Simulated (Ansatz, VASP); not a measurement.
# Two plane-wave programs on Cs2Au

File INCAR:

```
PREC = Accurate
ENCUT = 600
EDIFF = 1E-6
ISMEAR = 0
SIGMA = 0.1
LREAL = F
LASPH = T
NELM = 80
ALGO = Normal
ISIF = 3
LWAVE = F
LCHARG = F
GGA = PE
IBRION = 2
NSW = 90
EDIFFG = -0.04
```

File KPOINTS:

```
regular mesh
0
Gamma
  4 4 4
```

Contents of POSCAR:

```
Cs2Au
1.0
    0.0000000000      4.0300062500      4.0300062500
    4.0300062500      0.0000000000      4.0300062500
    4.0300062500      4.0300062500      0.0000000000
Cs Au
2 1
Direct
    0.0000000000      0.0000000000      0.0000000000
    0.2500000000      0.2500000000      0.2500000000
    0.7500000000      0.7500000000      0.7500000000
```

Input for Ansatz:

```yaml
crystal:
  lattice:
    - [0.0, 4.03000625, 4.03000625]
    - [4.03000625, 0.0, 4.03000625]
    - [4.03000625, 4.03000625, 0.0]
  atoms:
    - { symbol: Cs, position: [0.0, 0.0, 0.0] }
    - { symbol: Cs, position: [0.25, 0.25, 0.25] }
    - { symbol: Au, position: [0.75, 0.75, 0.75] }
basis:
  ecutwfc: 420
kpoints:
  mp_grid: { grid: [4, 4, 4] }
hamiltonian:
  xc: pbe
scf:
  occupations: { method: gaussian, width: 0.1 }
  lower_state_search: "off"
output:
  forces: true
  stress: true
  eigenvalues: true
relax:
  adjacent_minimum: "off"
  f_tol: 0.04
  max_steps: 70
  cell: { stress_tol: 0.4 }
```

Alike in both runs: task relaxation of cell and atoms; functional PBE; k mesh 4 × 4 × 4; occupations gaussian, width 0.1 eV; no spin polarisation.

|  | VASP | Ansatz |
| --- | --- | --- |
| version | VASP 6.6.1 | Ansatz 0.2.0 |
| potentials or method | VASP PAW PBE potentials, release 64 (Cs_sv, Au), cutoff 600 eV | scalar-relativistic, plane waves, PAW |
| valence electrons in the cell | 29 | 37 |

Ansatz gave:

```
gap on the k mesh at the Fermi level, each at its own relaxed structure (eV) : none
relaxed volume (Å³/atom)                                                     : 51.56
relaxed cell length with the largest relative difference (Å)                 : 6.025
```

Problem. What did VASP give for the same quantities?

Solution. gap on the k mesh at the Fermi level, each at its own relaxed structure (eV): none; relaxed volume (Å³/atom): 53.82; relaxed cell length with the largest relative difference (Å): 6.112.

A gap of «none» marks a metal or a gap that the smearing closes. VASP's potentials hold 29 valence electrons a cell and Ansatz's 37, so a difference there can come from the potentials and not from the codes.

Neither program's run includes spin-orbit coupling. Noted on VASP's run: the volume moved by over 15 % at a fixed basis, so the end points are rough.
